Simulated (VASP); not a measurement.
HfN, 2 atoms in the cell. It takes space group P-6m2 (No. 187, hexagonal). Conventional cell: a = 3.065 Å, b = 3.065 Å, c = 2.871 Å, α = 90.00°, β = 90.00°, γ = 120.00°. Hf (site symmetry -6m2) has 6 N at 2.28 Å and 8 Hf at 2.87 to 3.06 Å within 3.1 Å. Within 3.1 Å of N (site symmetry -6m2) lie 6 Hf at 2.28 Å and 8 N at 2.87 to 3.06 Å. 

| Property | Result |
| --- | --- |
| Program | VASP 6.6.1 |
| Task | relaxation of shape and atoms at fixed volume |
| Functional | r2SCAN |
| Potentials or basis | VASP PAW PBE potentials, release 64 (Hf_pv, N) |
| Cutoff | 600 eV |
| k mesh | 12 × 12 × 12 |
| Occupations | gaussian, width 0.05 eV |
| Spin | no spin polarisation |
| Dipole correction | no |
| Further INCAR settings | ALGO = Normal; EDIFF = 1e-06; IBRION = 2; EDIFFG = -0.01; NSW = 60; ISIF = 4 |

Potentials or basis: VASP PAW PBE potentials, release 64 (Hf_pv, N).

The run is started by

```sh
$ cat potpaw_PBE.64/Hf_pv/POTCAR potpaw_PBE.64/N/POTCAR > POTCAR
$ cp INCAR.step1 INCAR
$ mpirun -np 1 vasp_std > vasp.out
$ cp INCAR.step2 INCAR
$ mpirun -np 1 vasp_std > vasp.out
```

Hardware: 1 thread of Intel Xeon 8259CL, on a shared host.

Q: How long does it take, and how much memory?

A: Run time: 5.6 min on 1 thread of Intel Xeon 8259CL, on a shared host, peak memory 0.19 GiB. Counts: k points 133, ion steps 3.
